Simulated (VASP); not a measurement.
Write the native input for VASP 6.6.1 that does the following.

```
Task                   : single point
Functional             : PBE
Potentials or basis    : VASP PAW PBE potentials, release 64 (Cl, Na_pv)
Cutoff                 : 500 eV
k mesh                 : 8 × 8 × 8
Occupations            : gaussian, width 0.022 eV
Spin                   : no spin polarisation
Dipole correction      : no
Further INCAR settings : ALGO = Normal; EDIFF = 1e-06; NBANDS = 14
```

The structure of NaCl lies in POSCAR:

```
NaCl
1.0
    0.0000000000      2.7940632177      2.7940632177
    2.7940632177      0.0000000000      2.7940632177
    2.7940632177      2.7940632177      0.0000000000
Cl Na
1 1
Direct
    0.5000000000      0.5000000000      0.5000000000
    0.0000000000      0.0000000000      0.0000000000
```

These files were run (other wordings do the same):

INCAR

```
PREC = Accurate
ENCUT = 500
EDIFF = 1E-6
ISMEAR = 0
SIGMA = 0.022
LREAL = F
LASPH = T
NELM = 120
ALGO = Normal
ISIF = 2
LWAVE = F
LCHARG = T
GGA = PE
LELF = T
LVHAR = T
NBANDS = 14
GGA_COMPAT = F
```

KPOINTS

```
Automatic mesh
0
Gamma
  8 8 8
```

Potentials or basis: VASP PAW PBE potentials, release 64 (Cl, Na_pv).

Launch:

```sh
$ cat potpaw_PBE.64/Cl/POTCAR potpaw_PBE.64/Na_pv/POTCAR > POTCAR
$ mpirun -np 1 vasp_std > vasp.out
```

Results of the run:

| Item | Value |
| --- | --- |
| Pressure | 1.5 GPa |
| Band gap on the k mesh | 5.22 eV, direct |

Run time: 16 s on 1 thread of Intel Xeon 6975P-C (shared host), peak memory 0.16 GiB.
